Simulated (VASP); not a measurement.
V: relaxation of the atoms with PBE

The system is V, a slab with vacuum.

```xyz
5
Lattice="4.2385 0.0000 0.0000 -2.1193 3.6707 0.0000 0.0000 0.0000 16.4608" Properties=species:S:1:pos:R:3 pbc="T T T"
V     3.1789    0.6118    6.5000
V    -1.0596    3.0589    7.3652
V     1.0596    1.8353    8.2304
V     3.1789    0.6118    9.0956
V    -1.0596    3.0589    9.9608
```

```yaml
Program: VASP 6.6.1
Task: relaxation of the atoms
Functional: PBE
Potentials_or_basis: VASP PAW PBE potentials, release 64 (V_sv)
Cutoff: 520 eV
k_mesh: 9 × 9 × 1
Occupations: fermi-dirac, width 0.05 eV
Spin: no spin polarisation
Dipole_correction: yes
Further_INCAR_settings: ALGO = Normal; EDIFF = 1e-07; IBRION = 2; EDIFFG = -0.01; NSW = 60
```

```yaml
Energy_gained_by_relaxing: 152.3 meV/atom
Ionic_steps: 8
Largest_force_after_relaxing: 0.008 eV/Å
Band_gap_on_the_k_mesh: zero (an odd number of electrons rules out a gap without spin polarisation)
```

Forces on the atoms (eV/Å):
```
V    0.000  0.000 -0.008
V    0.000  0.000 -0.004
V    0.000  0.000  0.000
V    0.000  0.000  0.004
V    0.000  0.000  0.008
```

Step by step:
| step | energy change (eV) | largest force (eV/Å) | pressure (GPa) |
| --- | --- | --- | --- |
| 1 | 0.0000 | 1.6316 | -4.86 |
| 2 | -0.3731 | 1.3973 | -3.56 |
| 3 | -0.6597 | 1.2402 | 1.51 |
| 4 | -0.7312 | 0.4762 | -1.21 |
| 5 | -0.7597 | 0.1425 | -0.47 |
| 6 | -0.7610 | 0.0554 | -0.26 |
| 7 | -0.7615 | 0.0235 | -0.26 |
| 8 | -0.7616 | 0.0076 | -0.25 |

Final structure:
```yaml
crystal:
  lattice:
    - [4.23854, 0.00000, 0.00000]
    - [-2.11927, 3.67068, 0.00000]
    - [0.00000, 0.00000, 16.46080]
  atoms:
    - { symbol: V, position: [0.83333, 0.16667, 0.40838] }
    - { symbol: V, position: [0.16667, 0.83333, 0.45804] }
    - { symbol: V, position: [0.50000, 0.50000, 0.50000] }
    - { symbol: V, position: [0.83333, 0.16667, 0.54196] }
    - { symbol: V, position: [0.16667, 0.83333, 0.59162] }
```

Levels at points of the mesh, in eV from the Fermi level:
| k point | band 30 | band 31 | band 32 | band 33 | band 34 | band 35 | band 36 | band 37 |
| --- | --- | --- | --- | --- | --- | --- | --- | --- |
| (0.00, 0.00, 0.00) | -0.84 | -0.50 | -0.46 | -0.46 | 0.27 | 0.27 | 0.88 | 1.71 |

Run time: 24 min on 1 thread of Oxide Virtual Turin-like Processor (shared host), peak memory 0.36 GiB.
